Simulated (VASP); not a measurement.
# Te2Mo in VASP: a series of runs

The runs below take Te2Mo through single point, with r2SCAN.

Everything below comes from runs of VASP 6.6.1. Logs are shortened: lines on timing, memory, paths and dates and some standing lists are left out, and cuts for length are marked.

## Step 1: The cell of the first run

It takes space group P6_3/mmc (No. 194, hexagonal). Conventional cell: a = 3.421 Å, b = 3.421 Å, c = 15.085 Å, α = 90.00°, β = 90.00°, γ = 120.00°. Within 3.7 Å of Te (site symmetry 3m) lie 3 Mo at 2.70 Å and 7 Te at 3.42 to 3.68 Å. Mo (site symmetry -6m2) has 6 Te at 2.70 Å and 6 Mo at 3.42 Å within 3.6 Å.

## Step 2: Single point, r2SCAN (biaxial strain in the a-b plane: -4.0 %)

POSCAR

```
Te2Mo
1.0
    3.4207231161      0.0000000000      0.0000000000
   -1.7103615580      2.9624331178      0.0000000000
    0.0000000000      0.0000000000     15.0854510531
Te Mo
4 2
Direct
    0.3333333333      0.6666666667      0.6281170113
    0.6666666667      0.3333333333      0.1281170113
    0.6666666667      0.3333333333      0.3718829887
    0.3333333333      0.6666666667      0.8718829887
    0.3333333333      0.6666666667      0.2500000000
    0.6666666667      0.3333333333      0.7500000000
```

INCAR.step1

```
  ALGO = Normal
  EDIFF = 1E-4
  ENCUT = 520
  GGA = PE
  ISMEAR = 0
  LASPH = T
  LCHARG = F
  LREAL = F
  LWAVE = T
  NBANDS = 35
  NELM = 100
  PREC = Accurate
  SIGMA = 0.02
```

INCAR.step2

```
  ALGO = Normal
  EDIFF = 1E-6
  ENCUT = 520
  ISIF = 2
  ISMEAR = 0
  ISTART = 1
  LASPH = T
  LCHARG = F
  LMIXTAU = T
  LREAL = F
  LWAVE = F
  METAGGA = R2SCAN
  NBANDS = 35
  NELM = 100
  PREC = Accurate
  SIGMA = 0.02
```

KPOINTS

```
k-points
0
Gamma
  12 12 2
```

Potentials or basis: VASP PAW PBE potentials, release 64 (Te, Mo_sv).

Run with:

```console
> cat potpaw_PBE.64/Te/POTCAR potpaw_PBE.64/Mo_sv/POTCAR > POTCAR
> cp INCAR.step1 INCAR
> mpirun -np 1 vasp_std > vasp.out
> cp INCAR.step2 INCAR
> mpirun -np 1 vasp_std > vasp.out
```

OUTCAR:

```text
EDIFF = 1E-6
   ENCUT = 520
   ISIF = 2
   ISMEAR = 0
   ISTART = 1
   LASPH = T
   LREAL = F
   METAGGA = R2SCAN
   NELM = 100
   PREC = Accurate

 ion  position               nearest neighbor table
   1  0.333  0.667  0.628-   6 2.70   6 2.70   6 2.70   4 3.68
   2  0.667  0.333  0.128-   5 2.70   5 2.70   5 2.70   3 3.68
   3  0.667  0.333  0.372-   5 2.70   5 2.70   5 2.70   2 3.68
   4  0.333  0.667  0.872-   6 2.70   6 2.70   6 2.70   1 3.68
   5  0.333  0.667  0.250-   2 2.70   3 2.70   2 2.70   3 2.70   2 2.70   3 2.70
   6  0.667  0.333  0.750-   1 2.70   4 2.70   1 2.70   4 2.70   1 2.70   4 2.70

  LATTYP: Found a hexagonal cell.
 ALAT       =     3.4207231161
 C/A-ratio  =     4.4100181573

  Lattice vectors:

 A1 = (   3.4207231161,   0.0000000000,   0.0000000000)
 A2 = (  -1.7103615580,   2.9624331178,   0.0000000000)
 A3 = (   0.0000000000,   0.0000000000,  15.0854510531)

Analysis of symmetry for initial positions (statically):
=====================================================================
 Subroutine PRICEL returns:
 Original cell was already a primitive cell.

 Routine SETGRP: Setting up the symmetry group for a
 hexagonal supercell.

 Subroutine GETGRP returns: Found 24 space group operations
 (whereof 12 operations were pure point group operations)
 out of a pool of 24 trial point group operations.

The static configuration has the point symmetry D_3d.
 The point group associated with its full space group is D_6h.

Analysis of symmetry for dynamics (positions and initial velocities):
=====================================================================
 Subroutine PRICEL returns:
 Original cell was already a primitive cell.

 Routine SETGRP: Setting up the symmetry group for a
 hexagonal supercell.

 Subroutine GETGRP returns: Found 24 space group operations
 (whereof 12 operations were pure point group operations)
 out of a pool of 24 trial point group operations.

The dynamic configuration has the point symmetry D_3d.
 The point group associated with its full space group is D_6h.

 Subroutine INISYM returns: Found 24 space group operations
 (whereof 12 operations are pure point group operations),
 and found     1 'primitive' translations

----------------------------------------------------------------------------------------

                                     Primitive cell

  volume of cell :     152.8709

  direct lattice vectors                    reciprocal lattice vectors
     3.420723116  0.000000000  0.000000000     0.292335850  0.168780182  0.000000000
    -1.710361558  2.962433118  0.000000000     0.000000000  0.337560363  0.000000000
     0.000000000  0.000000000 15.085451053     0.000000000  0.000000000  0.066289035

  length of vectors
     3.420723116  3.420723116 15.085451053     0.337560363  0.337560363  0.066289035

  position of ions in fractional coordinates (direct lattice)
     0.333333333  0.666666667  0.628117011
     0.666666667  0.333333333  0.128117011
     0.666666667  0.333333333  0.371882989
     0.333333333  0.666666667  0.871882989
     0.333333333  0.666666667  0.250000000
     0.666666667  0.333333333  0.750000000

  ion indices of the primitive-cell ions
   primitive index   ion index
                 1           1
                 2           2
                 3           3
                 4           4
                 5           5
                 6           6

----------------------------------------------------------------------------------------

 KPOINTS: k-points

Automatic generation of k-mesh.
 Grid dimensions read from file:
 generate k-points for:   12   12    2

 Generating k-lattice:

  Cartesian coordinates                     Fractional coordinates (reciprocal lattice)
     0.024361321  0.014065015  0.000000000     0.083333333  0.000000000  0.000000000
     0.000000000  0.028130030  0.000000000     0.000000000  0.083333333  0.000000000
     0.000000000  0.000000000  0.033144518     0.000000000  0.000000000  0.500000000

  Length of vectors
     0.028130030  0.028130030  0.033144518

  Shift w.r.t. Gamma in fractional coordinates (k-lattice)
     0.000000000  0.000000000  0.000000000

 Subroutine IBZKPT returns following result:
 ===========================================

 Found     38 irreducible k-points:

 Following reciprocal coordinates:
            Coordinates               Weight
  0.000000  0.000000  0.000000      1.000000
  0.083333  0.000000  0.000000      6.000000
  0.166667  0.000000  0.000000      6.000000
  0.250000 -0.000000  0.000000      6.000000
  0.333333  0.000000  0.000000      6.000000
  0.416667 -0.000000  0.000000      6.000000
[... 16 lines left out ...]
  0.250000 -0.000000  0.500000      6.000000
  0.333333  0.000000  0.500000      6.000000
 [... further k-points ...]
   k-points           NKPTS =     38   k-points in BZ     NKDIM =     38   number of bands    NBANDS=     35
   number of dos      NEDOS =    301   number of ions     NIONS =      6
   total plane-waves  NPLWV =  87808
   dimension x,y,z NGX =    28 NGY =   28 NGZ =  112
   dimension x,y,z NGXF=    56 NGYF=   56 NGZF=  224
   ions per type =               4   2
   NGX,Y,Z   is equivalent  to a cutoff of  13.61, 13.61, 12.34 a.u.
   NGXF,Y,Z  is equivalent  to a cutoff of  27.22, 27.22, 24.69 a.u.
 SYSTEM =  unknown system
   PREC   = accura    normal or accurate (medium, high low for compatibility)
   ISTART =      1    job   : 0-new  1-cont  2-samecut
   ICHARG =      0    charge: 1-file 2-atom 10-const
   ISPIN  =      1    spin polarized calculation?
   LNONCOLLINEAR =      F non collinear calculations
   LSORBIT =      F    spin-orbit coupling
   LASPH  =      T    aspherical Exc in radial PAW
   ENCUT  =  520.0 eV  38.22 Ry    6.18 a.u.   6.36  6.36 28.05*2*pi/ulx,y,z
   NELM   =    100;   NELMIN=  2; NELMDL=  0     # of ELM steps
   EDIFF  = 0.1E-05   stopping-criterion for ELM
   LREAL  =      F    real-space projection
   EDIFFG = 0.1E-04   stopping-criterion for IOM
   NSW    =      0    number of steps for IOM
   IBRION =     -1    ionic relax: 0-MD 1-quasi-New 2-CG
   NFREE  =      0    steps in history (QN), initial steepest desc. (CG)
   ISIF   =      2    stress and relaxation
   ISYM   =      2    0-nonsym 1-usesym 2-fastsym
   POTIM  = 0.5000    time-step for ionic-motion
   TEBEG  =    0.0;   TEEND  =   0.0 temperature during run
   PSTRESS=    0.0 pullay stress
   NELECT =      52.0000    total number of electrons
   NUPDOWN=      -1.0000    fix difference up-down
   EMIN   =  10.00;   EMAX   =-10.00  energy-range for DOS
   EFERMI =   0.00;   METHOD = LEGACY
   ISMEAR =     0;   SIGMA  =   0.02  broadening in eV -4-tet -1-fermi 0-gaus
   EFERMI_NEDOS =   21; number of points for ismear=-14 and -15
   IALGO  =     38    algorithm
   IMIX   =      4    mixing-type and parameters
     AMIX     =   0.40;   BMIX     =  1.00
     AMIX_MAG =   1.60;   BMIX_MAG =  1.00
  volume/ion in A,a.u.               =      25.48       171.94
  Fermi-wavevector in a.u.,A,eV,Ry     =   1.142793  2.159566 17.768889  1.305977
  Thomas-Fermi vector in A             =   2.279490
   LORBIT       =      0    0 simple, 1 ext, 2 COOP (PROOUT), +10 PAW based schemes
   METAGGA = R2SCAN    functional components
   LHFCALC =     F    Hartree Fock is set to
   AEXX    =    0.0000 exact exchange contribution
   IVDW    =     0    specifies the selected vdW correction
   LEPSILON=     F    determine dielectric tensor
   LRPA    =     F    only Hartree local field effects (RPA)
 non-spin polarized calculation
 Gauss-broadening in eV      SIGMA  =   0.02
  energy-cutoff  :      520.00
  volume of cell :      152.87
 maximum number of plane-waves:      4148
 NGX is ok and might be reduce to    28
   NGX = 13   NGY = 13   NGZ = 57

 number of electron      52.0000001 magnetization

 Free energy of the ion-electron system (eV)
  ---------------------------------------------------
  ext. energy  EPLUGINS =         0.00000000
  ---------------------------------------------------
  free energy    TOTEN  =      -155.40668469 eV

  energy without entropy =     -155.40668469  energy(sigma->0) =     -155.40668469

 E-fermi :   7.8101     XC(G=0): -10.8163

 val. band max:        7.7178689630   @ k =   0.3333   0.3333   0.0000
 cond. band min:       8.6771419973   @ k =   0.2500   0.1667   0.0000
 fundamental gap:      0.9592730344
 Fermi energy:         7.8101152878

 k-point     1 :       0.0000    0.0000    0.0000
  band No.  band energies     occupation
      1     -54.8885      2.00000
      2     -54.8885      2.00000
      3     -28.3978      2.00000
      4     -28.3978      2.00000
      5     -28.1754      2.00000
      6     -28.1754      2.00000
[... 27 lines left out ...]
     34      11.6294      0.00000
     35      13.6792      0.00000

 k-point     2 :       0.0833    0.0000    0.0000
  band No.  band energies     occupation
      1     -54.8874      2.00000
      2     -54.8874      2.00000
      3     -28.3949      2.00000
      4     -28.3949      2.00000
      5     -28.1884      2.00000
      6     -28.1884      2.00000
[... 27 lines left out ...]
     34      11.4066      0.00000
     35      13.8595      0.00000

 k-point     3 :       0.1667    0.0000    0.0000
  band No.  band energies     occupation
      1     -54.8844      2.00000
      2     -54.8844      2.00000
      3     -28.3870      2.00000
      4     -28.3870      2.00000
      5     -28.2236      2.00000
      6     -28.2236      2.00000
[... 27 lines left out ...]
     34      11.5814      0.00000
     35      14.0015      0.00000
[... 723 lines left out ...]
 k-point    23 :       0.2500   -0.0000    0.5000
  band No.  band energies     occupation
      1     -54.8803      2.00000
      2     -54.8803      2.00000
      3     -28.3762      2.00000
      4     -28.3762      2.00000
      5     -28.2714      2.00000
      6     -28.2714      2.00000
[... 27 lines left out ...]
     34      11.6179      0.00000
     35      14.4561      0.00000

 k-point    24 :       0.3333    0.0000    0.5000
  band No.  band energies     occupation
      1     -54.8762      2.00000
      2     -54.8762      2.00000
      3     -28.3653      2.00000
      4     -28.3653      2.00000
      5     -28.3188      2.00000
      6     -28.3188      2.00000
[... 27 lines left out ...]
     34      11.6606      0.00000
     35      13.7165      0.00000

 [... further k-points ...]

------------------------ aborting loop because EDIFF is reached ----------------------------------------

  FORCE on cell =-STRESS in cart. coord.  units (eV):
  Direction    XX          YY          ZZ          XY          YZ          ZX
  --------------------------------------------------------------------------------------
  -------------------------------------------------------------------------------------
  Total        6.6808424      6.6808424      0.7263226      0.0000000      0.0000000      0.0000000
  in kB       70.0191816     70.0191816      7.6122908      0.0000000      0.0000000      0.0000000
  external PRESSURE =      49.2168847 kB  Pullay stress =       0.0000000 kB

 VOLUME and BASIS-vectors are now :
 -----------------------------------------------------------------------------
  energy-cutoff  :      520.00
  volume of cell :      152.87
      direct lattice vectors                 reciprocal lattice vectors
     3.420723116  0.000000000  0.000000000     0.292335850  0.168780182  0.000000000
    -1.710361558  2.962433118  0.000000000     0.000000000  0.337560363  0.000000000
     0.000000000  0.000000000 15.085451053     0.000000000  0.000000000  0.066289035

 POSITION                                       TOTAL-FORCE (eV/Angst)
 -----------------------------------------------------------------------------------
     -0.00000      1.97496      9.47543         0.000000     -0.000000     -0.105630
      1.71036      0.98748      1.93270        -0.000000      0.000000     -0.105630
      1.71036      0.98748      5.61002        -0.000000      0.000000      0.105630
     -0.00000      1.97496     13.15275         0.000000     -0.000000      0.105630
     -0.00000      1.97496      3.77136         0.000000     -0.000000     -0.000000
      1.71036      0.98748     11.31409        -0.000000      0.000000     -0.000000
 -----------------------------------------------------------------------------------
    total drift:                               -0.000000      0.000000     -0.000000

  FREE ENERGIE OF THE ION-ELECTRON SYSTEM (eV)
  ---------------------------------------------------
  free  energy   TOTEN  =      -155.4066846909 eV

  energy  without entropy=     -155.4066846909  energy(sigma->0) =     -155.40668469
```

It took 6 min on 1 thread of Intel Xeon 6975P-C (Granite Rapids), shared host; peak memory 0.42 GiB.

What came out:

```yaml
Free_energy: -155.4067 eV
Pressure: 4.9 GPa
Largest_force: 0.106 eV/Å
Band_gap_on_the_k_mesh: 0.96 eV (least direct gap 1.38 eV)
```

Forces on the atoms (eV/Å):
```
Te   0.000  0.000 -0.106
Te   0.000  0.000 -0.106
Te   0.000  0.000  0.106
Te   0.000  0.000  0.106
Mo   0.000  0.000  0.000
Mo   0.000  0.000  0.000
```

Caveat: the cell differs from its parent crystal (biaxial strain in the a-b plane: -4.0 %); the stress differs along the axes, from 1 to 7 GPa; the PAW data sets were made with another functional, which shifts forces and pressure a little; spin-orbit coupling is left out, which moves the levels of the heavy elements.

[end of part 1 of 2]
